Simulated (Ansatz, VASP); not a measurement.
**BN: VASP beside Ansatz**

```
B N
1.0
     2.55394    0.00000    0.00000
    -1.27697    2.21178    0.00000
     0.00000    0.00000    4.22685
B N
2 2
Direct
  0.66667 0.33333 0.04704
  0.33333 0.66667 0.49972
  0.66667 0.33333 0.62528
  0.33333 0.66667 0.12528
```

Alike in both runs: task single point; functional PBE; k mesh 12 × 12 × 6; occupations gaussian, width 0.05 eV; no spin polarisation.

|  | VASP | Ansatz |
| --- | --- | --- |
| version | VASP 6.6.1 | Ansatz 0.2.0 |
| potentials or method | VASP PAW PBE potentials, release 64 (B, N), cutoff 520 eV | scalar-relativistic, plane waves, PAW |
| valence electrons in the cell | 16 | 16 |

VASP gave:

| Quantity | Value |
| --- | --- |
| gap on the k mesh at the Fermi level (eV) | 4.86 |
| least direct gap on the mesh (eV) | 7.46 |
| pressure (GPa) | 6.0 |
| traceless stress, the component that is largest in VASP (GPa) | 2.61 |
| rms of the force components (eV/Å) | 1.673 |

Q: Which values does Ansatz return?

A: gap on the k mesh at the Fermi level (eV): 4.86; least direct gap on the mesh (eV): 7.46; pressure (GPa): 5.7; traceless stress, the component that is largest in VASP (GPa): 2.79; rms of the force components (eV/Å): 1.668.

Atom by atom the forces differ by 0.008 eV/Å (rms over components).
